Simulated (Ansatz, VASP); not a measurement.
One calculation of Pb, two programs

```
Pb
1.0
     0.00000    2.56991    2.56991
     2.56991    0.00000    2.56991
     2.56991    2.56991    0.00000
Pb
1
Direct
  0.00000 0.00000 0.00000
```

Change from the starting cell: volume scaled by 1.06.

Alike in both runs: task single point; functional PBE; k mesh 13 × 13 × 13; occupations fermi-dirac, width 0.05 eV; no spin polarisation.

```csv
,VASP,Ansatz
version,VASP 6.6.1,Ansatz 0.2.0
potentials or method,"VASP PAW PBE potentials, release 64 (Pb_d), cutoff 520 eV","all-electron LAPW, scalar-relativistic"
```

```csv
,VASP,Ansatz,Ansatz less VASP
pressure (GPa),-2.0,-1.9,+0.05
```

Ansatz ran all-electron here, and VASP with PAW potentials.

Neither program's run includes spin-orbit coupling.
